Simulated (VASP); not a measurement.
# Co (P6_3/mmc) in VASP: a series of runs, part 2 of 2

VASP 6.6.1.

### Step 3. Single point, PBEsol, collinear spin, ferromagnetic start

This run uses another cell than the first one: it holds 4 atoms, not 2.

Input file INCAR:

```
SYSTEM = Co
PREC = Accurate ; ENCUT = 690
EDIFF = 1E-6 ; ISMEAR = 0
SIGMA = 0.15 ; LREAL = .FALSE.
LASPH = .TRUE. ; NELM = 200
ALGO = Normal ; ISIF = 2
LWAVE = .FALSE. ; LCHARG = .FALSE.
ISPIN = 2 ; MAGMOM = 1.8 1.8 1.8 1.8
LORBIT = 11 ; LMAXMIX = 4
GGA = PS ; NBANDS = 46
GGA_COMPAT = .FALSE.
```

Input file KPOINTS:

```
regular mesh
0
G
  18 18 4
  0 0 0
```

Input file POSCAR:

```
Co
1.0
    2.4564223054      0.0000000000      0.0000000000
   -1.2282111527      2.1273241189      0.0000000000
    0.0000000000      0.0000000000      7.9388272266
Co
4
Direct
    0.3333333333      0.6666666667      0.1250000000
    0.3333333333      0.6666666667      0.6250000000
    0.6666666667      0.3333333333      0.3750000000
    0.6666666667      0.3333333333      0.8750000000
```

Potentials or basis: VASP PAW PBE potentials, release 64 (Co_sv).

Launch:

```console
> cat potpaw_PBE.64/Co_sv/POTCAR > POTCAR
> mpirun -np 1 vasp_std > vasp.out
```

OUTCAR:

```text
SYSTEM = Co
   PREC = Accurate
   ENCUT = 690
   EDIFF = 1E-6
   ISMEAR = 0
   LREAL = .FALSE.
   LASPH = .TRUE.
   NELM = 200
   ISIF = 2
   ISPIN = 2
   LORBIT = 11
   GGA = PS

 ion  position               nearest neighbor table
   1  0.333  0.667  0.125-   3 2.44   4 2.44   3 2.44   4 2.44   3 2.44   4 2.44
   2  0.333  0.667  0.625-   3 2.44   4 2.44   3 2.44   4 2.44   3 2.44   4 2.44
   3  0.667  0.333  0.375-   1 2.44   2 2.44   1 2.44   2 2.44   1 2.44   2 2.44
   4  0.667  0.333  0.875-   1 2.44   2 2.44   1 2.44   2 2.44   1 2.44   2 2.44

  LATTYP: Found a hexagonal cell.
 ALAT       =     2.4564223054
 C/A-ratio  =     3.2318657949

  Lattice vectors:

 A1 = (   2.4564223054,   0.0000000000,   0.0000000000)
 A2 = (  -1.2282111527,   2.1273241189,   0.0000000000)
 A3 = (   0.0000000000,   0.0000000000,   7.9388272266)

Analysis of symmetry for initial positions (statically):
=====================================================================
 Subroutine PRICEL returns following result:

  LATTYP: Found a hexagonal cell.
 ALAT       =     2.4564223054
 C/A-ratio  =     1.6159328974
[... 12 lines left out ...]
 Subroutine GETGRP returns: Found 24 space group operations
 (whereof 12 operations were pure point group operations)
 out of a pool of 24 trial point group operations.

The static configuration has the point symmetry D_3d.
 The point group associated with its full space group is D_6h.

Analysis of symmetry for dynamics (positions and initial velocities):
=====================================================================
 Subroutine PRICEL returns following result:

  LATTYP: Found a hexagonal cell.
 ALAT       =     2.4564223054
 C/A-ratio  =     1.6159328974
[... 12 lines left out ...]
 Subroutine GETGRP returns: Found 24 space group operations
 (whereof 12 operations were pure point group operations)
 out of a pool of 24 trial point group operations.

The dynamic configuration has the point symmetry D_3d.
 The point group associated with its full space group is D_6h.

Analysis of structural, dynamic, and magnetic symmetry:
=====================================================================
 Subroutine PRICEL returns following result:

[... 173 lines left out ...]
 fundamental gap:      0.0049594745
 Fermi energy:        12.5517988402

 spin component 1

 k-point     1 :       0.0000    0.0000    0.0000
  band No.  band energies     occupation
      1     -83.2227      1.00000
      2     -83.1876      1.00000
      3     -83.1876      1.00000
      4     -83.1524      1.00000
      5     -46.7783      1.00000
      6     -46.5844      1.00000
[... 1165 lines left out ...]
     45      25.2914      0.00000
     46      26.6299      0.00000

 [... further k-points ...]

 spin component 2

 k-point     1 :       0.0000    0.0000    0.0000
  band No.  band energies     occupation
      1     -81.2328      1.00000
      2     -81.1952      1.00000
      3     -81.1952      1.00000
      4     -81.1575      1.00000
      5     -44.8555      1.00000
      6     -44.6455      1.00000
[... 1165 lines left out ...]
     45      25.6556      0.00000
     46      27.1770      0.00000

 [... further k-points ...]

------------------------ aborting loop because EDIFF is reached ----------------------------------------

  FORCE on cell =-STRESS in cart. coord.  units (eV):
  Direction    XX          YY          ZZ          XY          YZ          ZX
  --------------------------------------------------------------------------------------
  -------------------------------------------------------------------------------------
  Total       -0.4017785     -0.4017785     -0.3842805      0.0000000      0.0000000      0.0000000
  in kB      -15.5168748    -15.5168748    -14.8410923      0.0000000      0.0000000      0.0000000
  external PRESSURE =     -15.2916140 kB  Pullay stress =       0.0000000 kB

 VOLUME and BASIS-vectors are now :
 -----------------------------------------------------------------------------
  energy-cutoff  :      690.00
  volume of cell :       41.49
      direct lattice vectors                 reciprocal lattice vectors
     2.456422305  0.000000000  0.000000000     0.407096124  0.235037057  0.000000000
    -1.228211153  2.127324119  0.000000000     0.000000000  0.470074114  0.000000000
     0.000000000  0.000000000  7.938827227     0.000000000  0.000000000  0.125963190

 POSITION                                       TOTAL-FORCE (eV/Angst)
 -----------------------------------------------------------------------------------
     -0.00000      1.41822      0.99235         0.000000      0.000000     -0.000000
     -0.00000      1.41822      4.96177        -0.000000      0.000000     -0.000000
      1.22821      0.70911      2.97706         0.000000     -0.000000      0.000000
      1.22821      0.70911      6.94647         0.000000     -0.000000      0.000000
 -----------------------------------------------------------------------------------
    total drift:                               -0.000000      0.000000     -0.000000

  FREE ENERGIE OF THE ION-ELECTRON SYSTEM (eV)
  ---------------------------------------------------
  free  energy   TOTEN  =       -31.2887320598 eV

  energy  without entropy=      -31.2534362147  energy(sigma->0) =      -31.27108414

 total charge

# of ion       s       p       d       tot
------------------------------------------
    1        2.256   6.132   6.701  15.089
    2        2.256   6.132   6.701  15.089
    3        2.256   6.132   6.701  15.089
    4        2.256   6.132   6.701  15.089
--------------------------------------------------
tot          9.025  24.529  26.802  60.357

 magnetization (x)

# of ion       s       p       d       tot
------------------------------------------
    1       -0.005  -0.014   1.650   1.631
    2       -0.005  -0.014   1.650   1.631
    3       -0.005  -0.014   1.650   1.631
    4       -0.005  -0.014   1.650   1.631
--------------------------------------------------
tot         -0.020  -0.057   6.602   6.525
```

stdout:

```text
POSCAR found type information on POSCAR Co
 POSCAR found :  1 types and       4 ions
 scaLAPACK will be used
 -----------------------------------------------------------------------------
|                                                                             |
|                                                                             |
|     You enforced a specific xc type in the INCAR file but a different       |
|     I HOPE YOU KNOW WHAT YOU ARE DOING!                                     |
|                                                                             |
 -----------------------------------------------------------------------------

 LDA part: xc-table for (Slater+PW92), standard interpolation
 POSCAR, INCAR and KPOINTS ok, starting setup
 FFT: planning ... GRIDC
 FFT: planning ... GRID_SOFT
 FFT: planning ... GRID
 WAVECAR not read
 entering main loop
```

Wall time 4 min (1 thread of Intel Xeon 6975P-C (Granite Rapids), shared host); peak memory 0.5 GiB.

Results:

```
Free energy                                           : -31.2887 eV
Pressure                                              : -1.5 GPa
Net moment                                            : 6.29 μB per cell
Site moments                                          : Co +1.63 μB
Valence electrons inside the program's atomic spheres : Co 15.09
```

Levels at points of the mesh, in eV from the Fermi level:
Spin up:
```tsv
k point	band 33	band 34	band 35	band 36	band 37	band 38	band 39	band 40	band 41	band 42
(0.00, 0.00, 0.00)	-1.92	-1.06	-1.06	-1.06	-1.06	-0.72	-0.72	-0.22	6.73	15.44
(0.50, 0.00, 0.00)	-0.48	-0.48	-0.47	-0.42	1.41	1.58	1.58	3.51	7.62	7.62
(0.00, 0.00, 0.50)	-1.57	-1.57	-1.57	-1.57	-0.77	-0.77	-0.77	-0.77	9.79	9.79
(0.50, 0.00, 0.50)	-0.52	-0.52	-0.44	-0.44	0.91	0.91	3.05	3.05	8.48	8.48
```
Spin down:
```csv
k point,band 28,band 29,band 30,band 31,band 32,band 33
"(0.00, 0.00, 0.00)",-1.05,-1.05,-0.65,-0.65,-0.21,-0.20
"(0.50, 0.00, 0.00)",-0.09,-0.09,0.22,0.22,1.26,1.37
"(0.00, 0.00, 0.50)",-1.17,-0.84,-0.84,-0.84,-0.84,0.18
"(0.50, 0.00, 0.50)",-0.73,0.26,0.26,0.89,0.89,1.32
```

Caveat: the PAW data sets were made with another functional, which shifts forces and pressure a little.
